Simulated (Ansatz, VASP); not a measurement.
One calculation of Sn, two programs

```
CELL_PARAMETERS angstrom
-2.02919 2.02919 1.66076
2.02919 -2.02919 1.66076
2.02919 2.02919 -1.66076
ATOMIC_POSITIONS crystal
Sn 0.00000 0.00000 0.00000
```

Alike in both runs: task electric field gradients; functional PBE; k mesh 16 × 16 × 16; occupations fermi-dirac, width 0.05 eV; no spin polarisation.

|  | VASP | Ansatz |
| --- | --- | --- |
| version | VASP 6.6.1 | Ansatz 0.2.0 |
| potentials or method | VASP PAW PBE potentials, release 64 (Sn_d) | PAW with Ansatz's default frozen-core files, scalar-relativistic |
| plane-wave cutoff (eV) | 520 | 420 |
| valence electrons in the cell | 14 | 14 |

VASP gave:

- pressure (GPa): 0.9
- traceless stress, the component that is largest in VASP (GPa): 0.57
- size of Vzz on the site where it differs most (V/Å²): 9.8

**Question.** Estimate Ansatz's values.

**Answer.** Pressure (GPa): 1.0; traceless stress, the component that is largest in VASP (GPa): 0.57; size of Vzz on the site where it differs most (V/Å²): 11.2.
